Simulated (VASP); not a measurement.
# BP (F-43m) in VASP: a series of runs

BP is run at these levels: PBE; tasks: single point, relaxation of cell and atoms.

Everything below comes from runs of VASP 6.6.1. Logs are shortened: lines on timing, memory, paths and dates and some standing lists are left out, and cuts for length are marked.

## Step 1: The cell of the first run

It takes space group F-43m (No. 216, cubic). The conventional cell has a = 4.638 Å, b = 4.638 Å, c = 4.638 Å, α = 90.00°, β = 90.00°, γ = 90.00°. Within 2.7 Å of B (site symmetry -43m) lie 4 P at 2.01 Å. P (site symmetry -43m) has 4 B at 2.01 Å within 2.7 Å.

## Step 2: Single point, PBE (volume scaled by 1.06)

The input, INCAR:

```
SYSTEM = BP
ALGO     = Normal         ! electronic algorithm
EDIFF    = 1E-6           ! SCF threshold, eV
ENCUT    = 520            ! plane-wave cutoff, eV
GGA      = PE             ! functional
ISIF     = 2              ! what is computed and relaxed
ISMEAR   = 0              ! smearing method
LASPH    = .True.         ! aspherical terms in the spheres
LCHARG   = .False.        ! write CHGCAR
LREAL    = .False.        ! projectors in reciprocal space
LWAVE    = .False.        ! write WAVECAR
NBANDS   = 11             ! bands
NELM     = 80             ! most SCF steps
PREC     = Accurate       ! precision mode
SIGMA    = 0.02           ! smearing width, eV
```

The input, KPOINTS:

```
k-points
0
Gamma
  10 10 10
  0 0 0
```

The input, POSCAR:

```
BP
1.0
    0.0000000000      2.3187544607      2.3187544607
    2.3187544607      0.0000000000      2.3187544607
    2.3187544607      2.3187544607      0.0000000000
B P
1 1
Direct
    0.0000000000      0.0000000000      0.0000000000
    0.2500000000      0.2500000000      0.2500000000
```

Potentials or basis: VASP PAW PBE potentials, release 64 (B, P).

The run is started by

```sh
$ cat potpaw_PBE.64/B/POTCAR potpaw_PBE.64/P/POTCAR > POTCAR
$ mpirun -np 1 vasp_std > vasp.out
```

OUTCAR:

```text
SYSTEM = BP
   EDIFF = 1E-6
   ENCUT = 520
   GGA = PE
   ISIF = 2
   ISMEAR = 0
   LASPH = .True.
   LREAL = .False.
   NELM = 80
   PREC = Accurate

 ion  position               nearest neighbor table
   1  0.000  0.000  0.000-   2 2.01   2 2.01   2 2.01   2 2.01
   2  0.250  0.250  0.250-   1 2.01   1 2.01   1 2.01   1 2.01

  LATTYP: Found a face centered cubic cell.
 ALAT       =     4.6375089214

  Lattice vectors:

 A1 = (   0.0000000000,   2.3187544607,   2.3187544607)
 A2 = (   2.3187544607,   0.0000000000,   2.3187544607)
 A3 = (   2.3187544607,   2.3187544607,   0.0000000000)

Analysis of symmetry for initial positions (statically):
=====================================================================
 Subroutine PRICEL returns:
 Original cell was already a primitive cell.

 Routine SETGRP: Setting up the symmetry group for a
 face centered cubic supercell.

 Subroutine GETGRP returns: Found 24 space group operations
 (whereof 24 operations were pure point group operations)
 out of a pool of 48 trial point group operations.

The static configuration has the point symmetry T_d .

Analysis of symmetry for dynamics (positions and initial velocities):
=====================================================================
 Subroutine PRICEL returns:
 Original cell was already a primitive cell.

 Routine SETGRP: Setting up the symmetry group for a
 face centered cubic supercell.

 Subroutine GETGRP returns: Found 24 space group operations
 (whereof 24 operations were pure point group operations)
 out of a pool of 48 trial point group operations.

The dynamic configuration has the point symmetry T_d .

 Subroutine INISYM returns: Found 24 space group operations
 (whereof 24 operations are pure point group operations),
 and found     1 'primitive' translations

----------------------------------------------------------------------------------------

                                     Primitive cell

  volume of cell :      24.9341

  direct lattice vectors                    reciprocal lattice vectors
     0.000000000  2.318754461  2.318754461    -0.215633008  0.215633008  0.215633008
     2.318754461  0.000000000  2.318754461     0.215633008 -0.215633008  0.215633008
     2.318754461  2.318754461  0.000000000     0.215633008  0.215633008 -0.215633008

  length of vectors
     3.279214006  3.279214006  3.279214006     0.373487326  0.373487326  0.373487326

  position of ions in fractional coordinates (direct lattice)
     0.000000000  0.000000000  0.000000000
     0.250000000  0.250000000  0.250000000

  ion indices of the primitive-cell ions
   primitive index   ion index
                 1           1
                 2           2

----------------------------------------------------------------------------------------

 KPOINTS: k-points

Automatic generation of k-mesh.
 Grid dimensions read from file:
 generate k-points for:   10   10   10

 Generating k-lattice:

  Cartesian coordinates                     Fractional coordinates (reciprocal lattice)
    -0.021563301  0.021563301  0.021563301     0.100000000  0.000000000  0.000000000
     0.021563301 -0.021563301  0.021563301     0.000000000  0.100000000  0.000000000
     0.021563301  0.021563301 -0.021563301     0.000000000  0.000000000  0.100000000

  Length of vectors
     0.037348733  0.037348733  0.037348733

  Shift w.r.t. Gamma in fractional coordinates (k-lattice)
     0.000000000  0.000000000  0.000000000

 Subroutine IBZKPT returns following result:
 ===========================================

 Found     47 irreducible k-points:

 Following reciprocal coordinates:
            Coordinates               Weight
  0.000000  0.000000  0.000000      1.000000
  0.100000  0.000000  0.000000      8.000000
  0.200000  0.000000  0.000000      8.000000
  0.300000  0.000000  0.000000      8.000000
  0.400000  0.000000  0.000000      8.000000
  0.500000  0.000000  0.000000      4.000000
[... 16 lines left out ...]
  0.300000  0.300000  0.000000      6.000000
  0.400000  0.300000  0.000000     24.000000
 [... further k-points ...]
   k-points           NKPTS =     47   k-points in BZ     NKDIM =     47   number of bands    NBANDS=     11
   number of dos      NEDOS =    301   number of ions     NIONS =      2
   total plane-waves  NPLWV =  13824
   dimension x,y,z NGX =    24 NGY =   24 NGZ =   24
   dimension x,y,z NGXF=    48 NGYF=   48 NGZF=   48
   ions per type =               1   1
   NGX,Y,Z   is equivalent  to a cutoff of  12.17, 12.17, 12.17 a.u.
   NGXF,Y,Z  is equivalent  to a cutoff of  24.33, 24.33, 24.33 a.u.
 SYSTEM =  BP
   PREC   = accura    normal or accurate (medium, high low for compatibility)
   ISTART =      0    job   : 0-new  1-cont  2-samecut
   ICHARG =      2    charge: 1-file 2-atom 10-const
   ISPIN  =      1    spin polarized calculation?
   LNONCOLLINEAR =      F non collinear calculations
   LSORBIT =      F    spin-orbit coupling
   LASPH  =      T    aspherical Exc in radial PAW
   ENCUT  =  520.0 eV  38.22 Ry    6.18 a.u.   6.10  6.10  6.10*2*pi/ulx,y,z
   NELM   =     80;   NELMIN=  2; NELMDL= -5     # of ELM steps
   EDIFF  = 0.1E-05   stopping-criterion for ELM
   LREAL  =      F    real-space projection
   EDIFFG = 0.1E-04   stopping-criterion for IOM
   NSW    =      0    number of steps for IOM
   IBRION =     -1    ionic relax: 0-MD 1-quasi-New 2-CG
   NFREE  =      0    steps in history (QN), initial steepest desc. (CG)
   ISIF   =      2    stress and relaxation
   ISYM   =      2    0-nonsym 1-usesym 2-fastsym
   POTIM  = 0.5000    time-step for ionic-motion
   TEBEG  =    0.0;   TEEND  =   0.0 temperature during run
   PSTRESS=    0.0 pullay stress
   NELECT =       8.0000    total number of electrons
   NUPDOWN=      -1.0000    fix difference up-down
   EMIN   =  10.00;   EMAX   =-10.00  energy-range for DOS
   EFERMI =   0.00;   METHOD = LEGACY
   ISMEAR =     0;   SIGMA  =   0.02  broadening in eV -4-tet -1-fermi 0-gaus
   EFERMI_NEDOS =   21; number of points for ismear=-14 and -15
   IALGO  =     38    algorithm
   IMIX   =      4    mixing-type and parameters
     AMIX     =   0.40;   BMIX     =  1.00
     AMIX_MAG =   1.60;   BMIX_MAG =  1.00
  volume/ion in A,a.u.               =      12.47        84.13
  Fermi-wavevector in a.u.,A,eV,Ry     =   1.120745  2.117901 17.089855  1.256069
  Thomas-Fermi vector in A             =   2.257393
   LORBIT       =      0    0 simple, 1 ext, 2 COOP (PROOUT), +10 PAW based schemes
   GGA     = PE    functional components
   LHFCALC =     F    Hartree Fock is set to
   AEXX    =    0.0000 exact exchange contribution
   IVDW    =     0    specifies the selected vdW correction
   LEPSILON=     F    determine dielectric tensor
   LRPA    =     F    only Hartree local field effects (RPA)
 non-spin polarized calculation
 Gauss-broadening in eV      SIGMA  =   0.02
  energy-cutoff  :      520.00
  volume of cell :       24.93
 maximum number of plane-waves:       692
   NGX = 13   NGY = 13   NGZ = 13

 number of electron       7.9999999 magnetization

 Free energy of the ion-electron system (eV)
  ---------------------------------------------------
  ext. energy  EPLUGINS =         0.00000000
  ---------------------------------------------------
  free energy    TOTEN  =       -12.89088742 eV

  energy without entropy =      -12.89088742  energy(sigma->0) =      -12.89088742

 E-fermi :   6.8230     XC(G=0): -10.6290

 val. band max:        6.6796787833   @ k =   0.0000   0.0000   0.0000
 cond. band min:       8.0054479832   @ k =   0.4000   0.4000   0.0000
 fundamental gap:      1.3257692000
 Fermi energy:         6.8230243479

 k-point     1 :       0.0000    0.0000    0.0000
  band No.  band energies     occupation
      1      -8.2115      2.00000
      2       6.6797      2.00000
      3       6.6797      2.00000
      4       6.6797      2.00000
      5       9.9926      0.00000
      6       9.9926      0.00000
      7       9.9926      0.00000
      8      13.0847      0.00000
      9      17.7721      0.00000
     10      18.6289      0.00000
     11      18.6289      0.00000

 k-point     2 :       0.1000    0.0000    0.0000
  band No.  band energies     occupation
      1      -8.0409      2.00000
      2       5.4218      2.00000
      3       6.4022      2.00000
      4       6.4022      2.00000
      5      10.3600      0.00000
      6      10.3768      0.00000
      7      10.3768      0.00000
      8      13.6737      0.00000
      9      17.9855      0.00000
     10      17.9855      0.00000
     11      18.3079      0.00000

 k-point     3 :       0.2000    0.0000    0.0000
  band No.  band energies     occupation
      1      -7.5367      2.00000
      2       3.1752      2.00000
      3       5.8712      2.00000
      4       5.8712      2.00000
      5      10.4391      0.00000
      6      11.0699      0.00000
      7      11.0699      0.00000
      8      15.0214      0.00000
      9      17.4091      0.00000
     10      17.4091      0.00000
     11      19.1481      0.00000

 k-point     4 :       0.3000    0.0000    0.0000
  band No.  band energies     occupation
      1      -6.7308      2.00000
      2       0.9272      2.00000
      3       5.4029      2.00000
      4       5.4029      2.00000
      5      10.2800      0.00000
      6      11.4273      0.00000
      7      11.4273      0.00000
      8      16.1797      0.00000
      9      17.9176      0.00000
     10      17.9176      0.00000
     11      19.3296      0.00000
[... 239 lines left out ...]
 k-point    22 :      -0.2000    0.2000    0.0000
  band No.  band energies     occupation
      1      -6.4556      2.00000
      2       1.5824      2.00000
      3       2.7589      2.00000
      4       5.4924      2.00000
      5      10.9839      0.00000
      6      11.8297      0.00000
      7      12.7901      0.00000
      8      14.5733      0.00000
      9      16.1342      0.00000
     10      19.8277      0.00000
     11      21.6631      0.00000

 k-point    23 :       0.3000    0.3000    0.0000
  band No.  band energies     occupation
      1      -6.2144      2.00000
      2       1.9120      2.00000
      3       3.6476      2.00000
      4       3.6476      2.00000
      5       8.2546      0.00000
      6      10.6071      0.00000
      7      15.1458      0.00000
      8      15.1458      0.00000
      9      18.9150      0.00000
     10      20.7804      0.00000
     11      22.4325      0.00000

 k-point    24 :       0.4000    0.3000    0.0000
  band No.  band energies     occupation
      1      -5.4422      2.00000
      2       0.6602      2.00000
      3       2.8718      2.00000
      4       3.3670      2.00000
      5       8.5404      0.00000
      6      10.3151      0.00000
      7      15.6914      0.00000
      8      15.7622      0.00000
      9      19.9354      0.00000
     10      21.5825      0.00000
     11      22.8457      0.00000

 [... further k-points ...]

------------------------ aborting loop because EDIFF is reached ----------------------------------------

  FORCE on cell =-STRESS in cart. coord.  units (eV):
  Direction    XX          YY          ZZ          XY          YZ          ZX
  --------------------------------------------------------------------------------------
  -------------------------------------------------------------------------------------
  Total       -1.3403925     -1.3403925     -1.3403925     -0.0000000      0.0000000     -0.0000000
  in kB      -86.1287768    -86.1287768    -86.1287768     -0.0000000      0.0000000     -0.0000000
  external PRESSURE =     -86.1287768 kB  Pullay stress =       0.0000000 kB

 VOLUME and BASIS-vectors are now :
 -----------------------------------------------------------------------------
  energy-cutoff  :      520.00
  volume of cell :       24.93
      direct lattice vectors                 reciprocal lattice vectors
     0.000000000  2.318754461  2.318754461    -0.215633008  0.215633008  0.215633008
     2.318754461  0.000000000  2.318754461     0.215633008 -0.215633008  0.215633008
     2.318754461  2.318754461  0.000000000     0.215633008  0.215633008 -0.215633008

 POSITION                                       TOTAL-FORCE (eV/Angst)
 -----------------------------------------------------------------------------------
      0.00000      0.00000      0.00000        -0.000000      0.000000     -0.000000
      1.15938      1.15938      1.15938         0.000000     -0.000000      0.000000
 -----------------------------------------------------------------------------------
    total drift:                                0.000000      0.000000      0.000000

  FREE ENERGIE OF THE ION-ELECTRON SYSTEM (eV)
  ---------------------------------------------------
  free  energy   TOTEN  =       -12.8908874181 eV

  energy  without entropy=      -12.8908874181  energy(sigma->0) =      -12.89088742
```

Wall time 15 s (1 thread of Intel Xeon 8259CL, shared host); peak memory 0.14 GiB.

Results:

* Free energy: -12.8909 eV
* Pressure: -8.6 GPa
* Band gap on the k mesh: 1.33 eV, indirect (least direct gap 3.31 eV)

 A k mesh can miss the band edges.

(Part 1 of 2 ends here.)
